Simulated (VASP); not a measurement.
Runs of VASP 6.6.1 on Al. The structure is that of space group Pm-3m (No. 221), or close to it. The cells are those of the table. 

```csv
level,potentials or basis,cell,k mesh,smearing,grid for exact exchange (PRECFOCK),share of exact exchange,gap on the mesh (eV),pressure (GPa)
PBE,"VASP PAW PBE potentials, release 64 (Al)","a = 2.723, b = 2.757, c = 2.687 Å, angles 88.0, 89.1, 89.0°, 1 atom",9 × 9 × 9,fermi-dirac 0.1 eV,-,-,none,0.0
LDA,"VASP PAW LDA potentials, release 64 (Al)","a = 2.722 Å, 1 atom",8 × 8 × 8,methfessel-paxton 0.005 eV,-,-,none,-2.4
LDA,"VASP PAW LDA potentials, release 64 (Al)","a = 2.722 Å, 1 atom",8 × 8 × 8,methfessel-paxton 0.025 eV,-,-,none,-2.4
PBE0,"VASP PAW PBE potentials, release 64 (Al)","a = 2.722 Å, 1 atom",5 × 5 × 5,fermi-dirac 0.1 eV,Normal,0.25,none,(a)
PBE,"VASP PAW PBE potentials, release 64 (Al)","a = 2.723, b = 2.757, c = 2.687 Å, angles 88.0, 89.1, 89.0°, 1 atom",16 × 16 × 16,fermi-dirac 0.1 eV,-,-,none,0.1
```

Alike in all rows: task single point; no spin polarisation; cutoff (eV) 520.

Fill in the values left out.

(a) -1.2.

Caveats: some runs use coarse meshes; the PAW data sets were made with another functional, which shifts forces and pressure a little (at least some runs).

A gap of «none» marks levels without a gap at the run's occupations.
